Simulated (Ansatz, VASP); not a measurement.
Two plane-wave programs on Hf2PClO

Contents of INCAR:

```
ALGO = Normal
EDIFF = 1E-6
ENCUT = 600
GGA = PE
GGA_COMPAT = F
ISIF = 2
ISMEAR = -1
LASPH = T
LCHARG = F
LREAL = F
LWAVE = F
NBANDS = 49
NELM = 120
PREC = Accurate
SIGMA = 0.0306
```

File KPOINTS:

```
k-points
0
Gamma
  6 7 7
```

Contents of POSCAR:

```
Hf2PClO
1.0
   -5.4420260000      0.0000000000      0.0000000000
    0.0000000000     -5.4181850000      0.0000000000
    0.0000000000      2.7090920000      5.9324810000
P O Cl Hf
2 2 2 4
Direct
    0.5000000000      0.2500000000      0.5000000000
    0.5000000000      0.7500000000      0.5000000000
    0.0000000000      0.2500000000      0.5000000000
    0.0000000000      0.7500000000      0.5000000000
    0.7773000000      0.2500000000      0.0000000000
    0.2227000000      0.7500000000      0.0000000000
    0.7795400000      0.8965100000      0.2930200000
    0.2204600000      0.3965100000      0.2930200000
    0.7795400000      0.6034900000      0.7069800000
    0.2204600000      0.1034900000      0.7069800000
```

Input for Ansatz:

```yaml
crystal:
  lattice:
    - [-5.442026, 0.0, 0.0]
    - [0.0, -5.418185, 0.0]
    - [0.0, 2.709092, 5.932481]
  atoms:
    - { symbol: P, position: [0.5, 0.25, 0.5] }
    - { symbol: P, position: [0.5, 0.75, 0.5] }
    - { symbol: O, position: [0.0, 0.25, 0.5] }
    - { symbol: O, position: [0.0, 0.75, 0.5] }
    - { symbol: Cl, position: [0.7773, 0.25, 0.0] }
    - { symbol: Cl, position: [0.2227, 0.75, 0.0] }
    - { symbol: Hf, position: [0.77954, 0.89651, 0.29302] }
    - { symbol: Hf, position: [0.22046, 0.39651, 0.29302] }
    - { symbol: Hf, position: [0.77954, 0.60349, 0.70698] }
    - { symbol: Hf, position: [0.22046, 0.10349, 0.70698] }
  symmetry: { tolerance: 0.0003 }
kpoints:
  mp_grid: { grid: [6, 7, 7], shift: [0, 0, 0] }
  band_path:
    path:
      - [0.0, 0.0, 0.0]
      - [0.0, 0.0, -0.5]
      - [0.0, -0.39573346, -0.30213327]
      - [0.0, -0.60426654, 0.30213327]
      - [0.0, 0.0, 0.0]
      - [0.5, 0.0, 0.0]
      - [0.5, -0.60426654, 0.30213327]
      - [0.5, -0.39573346, -0.30213327]
      - [0.5, 0.0, -0.5]
      - [0.0, 0.0, -0.5]
      - [0.0, 0.0, 0.0]
    npoints: 6
magnetization:
  spin_polarized: false
scf:
  occupations: { method: fermi_dirac, width: 0.0306 }
  lower_state_search: "off"
  max_iter: 200
hamiltonian:
  pseudopotentials: { kind: paw }
  xc: pbe
basis:
  ecutwfc: 420
  fft_grid_basis: typed
output:
  forces: true
  stress: true
  eigenvalues: true
  bader: true
  populations: true
  elf: true
  write_potential: true
  volumetric_format: npy
  dos:
    e_range: [-12, 8]
    de: 0.05
    projected: { site_lists: { Cl: [Cl], Hf: [Hf], O: [O], P: [P] } }
checkpoint:
  read: saved_state
```

Alike in both runs: task single point; functional PBE; k mesh 6 × 7 × 7; occupations fermi-dirac, width 0.0306 eV; no spin polarisation.

|  | VASP | Ansatz |
| --- | --- | --- |
| version | VASP 6.6.1 | Ansatz 0.2.0 |
| potentials or method | VASP PAW PBE potentials, release 64 (P, O, Cl, Hf_pv), cutoff 600 eV | PAW plane waves |
| valence electrons in the cell | 76 | 140 |

VASP gave:

| Quantity | Value |
| --- | --- |
| pressure (GPa) | 10.9 |
| traceless stress, the component that is largest in VASP (GPa) | -14.43 |
| rms of the force components (eV/Å) | 1.037 |

Q: What did Ansatz give for the same quantities?

A: Pressure (GPa): 11.8; traceless stress, the component that is largest in VASP (GPa): -14.44; rms of the force components (eV/Å): 1.045.

Atom by atom the forces differ by 0.059 eV/Å (rms over components). VASP's potentials hold 76 valence electrons a cell and Ansatz's 140, so a difference there can come from the potentials and not from the codes.

Neither program's run includes spin-orbit coupling.
